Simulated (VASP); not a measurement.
# Zn (Im-3m) in VASP: notebook, part 2 of 2

VASP 6.6.1.

### 4 Single point, PBE0

This run uses another cell than the first one, of 15.76 Å³/atom.

POSCAR reads:

```
Zn
1.0
   -1.5794282763      1.5794282763      1.5794282763
    1.5794282763     -1.5794282763      1.5794282763
    1.5794282763      1.5794282763     -1.5794282763
Zn
1
Direct
    0.0000000000      0.0000000000      0.0000000000
```

INCAR.step1 reads:

```
SYSTEM = Zn
PREC = Accurate
ENCUT = 520
EDIFF = 1E-5
ISMEAR = -1
SIGMA = 0.05
LREAL = .FALSE.
LASPH = .TRUE.
NELM = 80
ALGO = Normal
ISIF = 2
LWAVE = .TRUE.
LCHARG = .FALSE.
NBANDS = 12
GGA = PE
```

INCAR.step2 reads:

```
SYSTEM = Zn
PREC = Accurate
ENCUT = 520
EDIFF = 1E-7
ISMEAR = -1
SIGMA = 0.05
LREAL = .FALSE.
LASPH = .TRUE.
NELM = 80
ALGO = Normal
ISIF = 2
LWAVE = .FALSE.
LCHARG = .FALSE.
GGA = PE
LHFCALC = .TRUE.
AEXX = 0.25
PRECFOCK = Normal
NBANDS = 12
ISTART = 1
```

KPOINTS reads:

```
Automatic mesh
0
G
  6 6 6
  0 0 0
```

Potentials or basis: VASP PAW PBE potentials, release 64 (Zn).

Command:

```
cat potpaw_PBE.64/Zn/POTCAR > POTCAR
cp INCAR.step1 INCAR
mpirun -np 1 vasp_std > vasp.out
cp INCAR.step2 INCAR
mpirun -np 1 vasp_std > vasp.out
```

OUTCAR:

```text
SYSTEM = Zn
   PREC = Accurate
   ENCUT = 520
   EDIFF = 1E-7
   ISMEAR = -1
   LREAL = .FALSE.
   LASPH = .TRUE.
   NELM = 80
   ISIF = 2
   GGA = PE
   LHFCALC = .TRUE.
   AEXX = 0.25
   PRECFOCK = Normal
   ISTART = 1

 ion  position               nearest neighbor table
   1  0.000  0.000  0.000-

  LATTYP: Found a body centered cubic cell.
 ALAT       =     3.1588565526

  Lattice vectors:

 A1 = (  -1.5794282763,   1.5794282763,   1.5794282763)
 A2 = (   1.5794282763,  -1.5794282763,   1.5794282763)
 A3 = (   1.5794282763,   1.5794282763,  -1.5794282763)

Analysis of symmetry for initial positions (statically):
=====================================================================
 Subroutine PRICEL returns:
 Original cell was already a primitive cell.

 Routine SETGRP: Setting up the symmetry group for a
 body centered cubic supercell.

 Subroutine GETGRP returns: Found 48 space group operations
 (whereof 48 operations were pure point group operations)
 out of a pool of 48 trial point group operations.

The static configuration has the point symmetry O_h .

Analysis of symmetry for dynamics (positions and initial velocities):
=====================================================================
 Subroutine PRICEL returns:
 Original cell was already a primitive cell.

 Routine SETGRP: Setting up the symmetry group for a
 body centered cubic supercell.

 Subroutine GETGRP returns: Found 48 space group operations
 (whereof 48 operations were pure point group operations)
 out of a pool of 48 trial point group operations.

The dynamic configuration has the point symmetry O_h .

 Subroutine INISYM returns: Found 48 space group operations
 (whereof 48 operations are pure point group operations),
 and found     1 'primitive' translations

----------------------------------------------------------------------------------------

                                     Primitive cell

  volume of cell :      15.7601

  direct lattice vectors                    reciprocal lattice vectors
    -1.579428276  1.579428276  1.579428276     0.000000000  0.316570247  0.316570247
     1.579428276 -1.579428276  1.579428276     0.316570247  0.000000000  0.316570247
     1.579428276  1.579428276 -1.579428276     0.316570247  0.316570247  0.000000000

  length of vectors
     2.735650021  2.735650021  2.735650021     0.447697937  0.447697937  0.447697937

  position of ions in fractional coordinates (direct lattice)
     0.000000000  0.000000000  0.000000000

  ion indices of the primitive-cell ions
   primitive index   ion index
                 1           1

----------------------------------------------------------------------------------------

 KPOINTS: Automatic mesh

Automatic generation of k-mesh.
 Grid dimensions read from file:
 generate k-points for:    6    6    6

 Generating k-lattice:

  Cartesian coordinates                     Fractional coordinates (reciprocal lattice)
     0.000000000  0.052761708  0.052761708     0.166666667  0.000000000  0.000000000
     0.052761708  0.000000000  0.052761708     0.000000000  0.166666667  0.000000000
     0.052761708  0.052761708  0.000000000     0.000000000  0.000000000  0.166666667

[... 33 lines left out ...]
   dimension x,y,z NGXF=    40 NGYF=   40 NGZF=   40
   ions per type =               1
   NGX,Y,Z   is equivalent  to a cutoff of  12.15, 12.15, 12.15 a.u.
   NGXF,Y,Z  is equivalent  to a cutoff of  24.31, 24.31, 24.31 a.u.
 SYSTEM =  Zn
   PREC   = accura    normal or accurate (medium, high low for compatibility)
   ISTART =      1    job   : 0-new  1-cont  2-samecut
   ICHARG =      0    charge: 1-file 2-atom 10-const
   ISPIN  =      1    spin polarized calculation?
   LNONCOLLINEAR =      F non collinear calculations
   LSORBIT =      F    spin-orbit coupling
   LASPH  =      T    aspherical Exc in radial PAW
   ENCUT  =  520.0 eV  38.22 Ry    6.18 a.u.   5.09  5.09  5.09*2*pi/ulx,y,z
   NELM   =     80;   NELMIN=  2; NELMDL=  0     # of ELM steps
   EDIFF  = 0.1E-06   stopping-criterion for ELM
   LREAL  =      F    real-space projection
   EDIFFG = 0.1E-05   stopping-criterion for IOM
   NSW    =      0    number of steps for IOM
   IBRION =     -1    ionic relax: 0-MD 1-quasi-New 2-CG
   NFREE  =      0    steps in history (QN), initial steepest desc. (CG)
   ISIF   =      2    stress and relaxation
   ISYM   =      3    0-nonsym 1-usesym 2-fastsym
   POTIM  = 0.5000    time-step for ionic-motion
   TEBEG  =    0.0;   TEEND  =   0.0 temperature during run
   PSTRESS=    0.0 pullay stress
   NELECT =      12.0000    total number of electrons
   NUPDOWN=      -1.0000    fix difference up-down
   EMIN   =  10.00;   EMAX   =-10.00  energy-range for DOS
   EFERMI =   0.00;   METHOD = LEGACY
   ISMEAR =    -1;   SIGMA  =   0.05  broadening in eV -4-tet -1-fermi 0-gaus
   EFERMI_NEDOS =   21; number of points for ismear=-14 and -15
   IALGO  =     38    algorithm
   IMIX   =      1    mixing-type and parameters
     AMIX     =   0.40;   BMIX     =  1.00
     AMIX_MAG =   1.60;   BMIX_MAG =  1.00
  volume/ion in A,a.u.               =      15.76       106.35
  Fermi-wavevector in a.u.,A,eV,Ry     =   1.494911  2.824972 30.405741  2.234759
  Thomas-Fermi vector in A             =   2.607123
   LORBIT       =      0    0 simple, 1 ext, 2 COOP (PROOUT), +10 PAW based schemes
   GGA     = PE    functional components
   LHFCALC =     T    Hartree Fock is set to
   PRECFOCK=normal    Normal, Fast or Accurate (Low or Medium for compatibility)
   ENCUT4O =  -1.0   cutoff for four orbital integrals eV
   NKREDX  =     1    reduce k-point grid by
   NKREDY  =     1    reduce k-point grid by
   NKREDZ  =     1    reduce k-point grid by
   AEXX    =    0.2500 exact exchange contribution
   HFSCREEN=    0.0000 screening length (either q_TF or 0.3 A-1)
   HFSCREENC=   0.0000 screening length for correlation (either q_TF or 0.3 A-1)
   ENCUTFOCK=  -1.0 apply spherical cutoff to Coloumb kernel
   IVDW    =     0    specifies the selected vdW correction
   LEPSILON=     F    determine dielectric tensor
   LRPA    =     F    only Hartree local field effects (RPA)
 non-spin polarized calculation
  energy-cutoff  :      520.00
  volume of cell :       15.76
 maximum number of plane-waves:       434
  NGX = 16; NGY = 16; NGZ = 16

 number of electron      12.0000011 magnetization

 Free energy of the ion-electron system (eV)
  ---------------------------------------------------
  ext. energy  EPLUGINS =         0.00000000
  ---------------------------------------------------
  free energy    TOTEN  =        -1.20476788 eV

  energy without entropy =       -1.20164273  energy(sigma->0) =       -1.20320531

 E-fermi :   3.4396     XC(G=0):  -8.9164

 val. band max:        2.2712760751   @ k =   0.3333   0.1667   0.1667
 cond. band min:       3.4945739122   @ k =   0.3333   0.1667   0.1667
 fundamental gap:      1.2232978371
 Fermi energy:         3.4396387160

 k-point     1 :       0.0000    0.0000    0.0000
  band No.  band energies     occupation
      1      -9.0115      2.00000
      2      -7.4462      2.00000
      3      -7.4462      2.00000
      4      -7.4462      2.00000
      5      -6.9731      2.00000
      6      -6.9731      2.00000
      7      23.4544      0.00000
      8      23.4544      0.00000
      9      23.4545      0.00000
     10      24.7402      0.00000
     11      24.7402      0.00000
     12      24.7402      0.00000
[... 211 lines left out ...]
 k-point    16 :       0.5000    0.5000    0.5000
  band No.  band energies     occupation
      1      -7.9706      2.00000
      2      -7.9706      2.00000
      3      -6.6821      2.00000
      4      -6.6821      2.00000
      5      -6.6821      2.00000
      6       8.0330      0.00000
      7       8.0330      0.00000
      8       8.0330      0.00000
      9      11.7215      0.00000
     10      12.2355      0.00000
     11      12.2355      0.00000
     12      37.2064      0.00000

------------------------ aborting loop because EDIFF is reached ----------------------------------------

  FORCE on cell =-STRESS in cart. coord.  units (eV):
  Direction    XX          YY          ZZ          XY          YZ          ZX
  --------------------------------------------------------------------------------------
  -------------------------------------------------------------------------------------
  Total       -0.1486585     -0.1486585     -0.1486585      0.0000000      0.0000000     -0.0000000
  in kB      -15.1126542    -15.1126542    -15.1126542      0.0000000      0.0000000     -0.0000000
  external PRESSURE =     -15.1126542 kB  Pullay stress =       0.0000000 kB

 VOLUME and BASIS-vectors are now :
 -----------------------------------------------------------------------------
  energy-cutoff  :      520.00
  volume of cell :       15.76
      direct lattice vectors                 reciprocal lattice vectors
    -1.579428276  1.579428276  1.579428276     0.000000000  0.316570247  0.316570247
     1.579428276 -1.579428276  1.579428276     0.316570247  0.000000000  0.316570247
     1.579428276  1.579428276 -1.579428276     0.316570247  0.316570247  0.000000000

 POSITION                                       TOTAL-FORCE (eV/Angst)
 -----------------------------------------------------------------------------------
      0.00000      0.00000      0.00000        -0.000000      0.000000     -0.000000
 -----------------------------------------------------------------------------------
    total drift:                               -0.000000      0.000000      0.000000

  FREE ENERGIE OF THE ION-ELECTRON SYSTEM (eV)
  ---------------------------------------------------
  free  energy   TOTEN  =        -1.2047678820 eV

  energy  without entropy=       -1.2016427325  energy(sigma->0) =       -1.20320531
```

Wall time 14 min (1 thread of Intel Xeon Platinum 8375C at 2.90GHz (Ice Lake), shared host); peak memory 0.13 GiB.

What came out:

| Property | Result |
| --- | --- |
| Free energy | -1.2048 eV |
| Pressure | -1.5 GPa |
| Band gap on the k mesh | zero (bands 6 and 7 overlap by 6.53 eV) |

Caveat: the k points lie up to 0.47 Å⁻¹ apart, too coarse for converged energies and pressures of a metal; the PAW data sets were made with another functional, which shifts forces and pressure a little.

### 5 Summary

| task | level | cell | cutoff (eV) | share of exact exchange | gap on the mesh (eV) | pressure (GPa) | relaxed volume (Å³/atom) |
| --- | --- | --- | --- | --- | --- | --- | --- |
| relaxation of cell and atoms | PBEsol-based global hybrid with 25 % exact exchange | relaxed from a = 2.718 Å, angles 109.5°, 1 atom | 600 | 0.25 | none | 0.0 | 14.75 |
| relaxation of cell and atoms | B3LYP | relaxed from a = 2.718 Å, angles 109.5°, 1 atom | 600 | 0.2 | none | 0.0 | 16.36 |
| single point | PBE0 | a = 2.736 Å, angles 109.5°, 1 atom | 520 | 0.25 | none | -1.5 | - |

Alike in all rows: potentials or basis VASP PAW PBE potentials, release 64 (Zn); no spin polarisation; k mesh 6 × 6 × 6; smearing fermi-dirac 0.05 eV.

Caveats: all runs use coarse meshes; the PAW data sets were made with another functional, which shifts forces and pressure a little.

Absolute energies hang on the potentials; compare differences alone.

The gap in the log of VASP goes by the Fermi energy; the results here count the filled bands.